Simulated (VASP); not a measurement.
The system is LiCl.

```
Li Cl
1.0
     3.64180    0.00000    0.00000
    -1.82090    3.15389    0.00000
     0.00000    0.00000   14.86757
Li Cl
5 5
Direct
  0.00000 0.00000 0.00000
  0.33333 0.66667 0.20000
  0.00000 0.00000 0.40000
  0.33333 0.66667 0.60000
  0.66667 0.33333 0.80000
  0.66667 0.33333 0.10000
  0.66667 0.33333 0.30000
  0.66667 0.33333 0.50000
  0.00000 0.00000 0.70000
  0.33333 0.66667 0.90000
```

```yaml
Program: VASP 6.6.1
Task: relaxation of cell and atoms
Functional: PBE
Potentials_or_basis: VASP PAW PBE potentials, release 64 (Li_sv, Cl)
Cutoff: 600 eV
k_mesh: 9 × 9 × 3
Occupations: gaussian, width 0.02 eV
Spin: no spin polarisation
```

At the start: pressure 1.2 GPa; volume 17.08 Å³/atom.

Problem. Where does the relaxation end?

Solution. Over 14 steps the energy falls by 23.0 meV/atom and the volume is 17.44 Å³/atom (+2.1 %); space group P-3m1 (No. 164, to 0.1 Å) before and after.

Step by step:
| step | energy change (eV) | largest force (eV/Å) | pressure (GPa) | volume (Å³) |
| --- | --- | --- | --- | --- |
| 1 | 0.0000 | 0.7788 | 1.24 | 170.77 |
| 2 | -0.1411 | 0.4099 | 0.33 | 174.01 |
| 3 | -0.1880 | 0.1460 | -0.53 | 177.83 |
| 4 | -0.1885 | 0.1411 | -0.45 | 177.45 |
| 5 | -0.1973 | 0.1306 | -0.24 | 176.09 |
| 6 | -0.2078 | 0.0975 | 0.43 | 172.13 |
| 7 | -0.2156 | 0.0734 | 0.35 | 172.53 |
| 8 | -0.2281 | 0.0515 | 0.13 | 173.71 |
| 9 | -0.2286 | 0.0536 | 0.08 | 174.02 |
| 10 | -0.2299 | 0.0257 | -0.02 | 174.55 |
| 11 | -0.2301 | 0.0155 | -0.06 | 174.78 |
| 12 | -0.2302 | 0.0122 | 0.01 | 174.40 |
| 13 | -0.2302 | 0.0117 | 0.02 | 174.33 |
| 14 | -0.2303 | 0.0040 | 0.01 | 174.39 |

Final structure:
```xyz
10
Lattice="3.6073 0.0000 0.0000 -1.8037 3.1240 0.0000 0.0000 0.0000 15.4748" Properties=species:S:1:pos:R:3 pbc="T T T"
Li    0.0000    0.0000   15.3626
Li    0.0000    2.0827    3.0101
Li    1.8037    3.1240    6.2747
Li    0.0000    2.0827    9.3970
Li    1.8037    1.0413   12.3798
Cl    1.8037    1.0413    1.3789
Cl    1.8037    1.0413    4.6424
Cl    1.8037    1.0413    7.9059
Cl    0.0000    0.0000   10.8881
Cl    0.0000    2.0827   13.8716
```

Caveat: the cutoff is under 1.25 times the usual one of these potentials, so pressure, stress and relaxed cells hold a basis-set (Pulay) error.
